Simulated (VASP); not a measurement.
MgB2: single point with revPBE

The system is MgB2.

```
CELL_PARAMETERS angstrom
3.12779 0.00000 0.00000
-1.56389 2.70874 0.00000
0.00000 0.00000 3.60160
ATOMIC_POSITIONS crystal
Mg 0.00000 0.00000 0.00000
B 0.33333 0.66667 0.50000
B 0.66667 0.33333 0.50000
```

```yaml
Program: VASP 6.6.1
Task: single point
Functional: revPBE
Potentials_or_basis: VASP PAW PBE potentials, release 64 (Mg, B)
Cutoff: 520 eV
k_mesh: 8 × 8 × 6
Occupations: gaussian, width 0.05 eV
Spin: no spin polarisation
Dipole_correction: no
Further_INCAR_settings: ALGO = Normal; EDIFF = 1e-06; NBANDS = 11
```

```yaml
Pressure: -5.2 GPa
Band_gap_on_the_k_mesh: zero (bands 4 and 5 overlap by 2.41 eV)
```

Stress tensor (GPa, compression positive):
```
-5.20  0.00  0.00
 0.00 -5.20  0.00
 0.00  0.00 -5.33
```

Levels at points of the mesh, in eV from the Fermi level:
```csv
k point,band 1,band 2,band 3,band 4,band 5,band 6,band 7,band 8
"(0.00, 0.00, 0.00)",-12.19,-2.94,0.35,0.35,1.39,6.15,6.15,7.61
"(0.50, 0.00, 0.00)",-8.44,-7.65,-2.11,0.16,2.91,3.76,4.97,6.61
"(0.00, 0.00, 0.50)",-11.02,-7.22,0.69,0.69,6.49,6.49,7.74,9.16
"(0.50, 0.00, 0.50)",-7.54,-6.81,-3.46,-1.83,-1.26,5.38,8.43,8.64
```

Run time: 9.1 s on 1 thread of Intel(R) Xeon(R) Platinum 8375C CPU @ 2.90GHz (Ice Lake), on a shared host, peak memory 0.14 GiB.

Caveat: the cell stands under tension; the PAW data sets were made with another functional, which shifts forces and pressure a little.
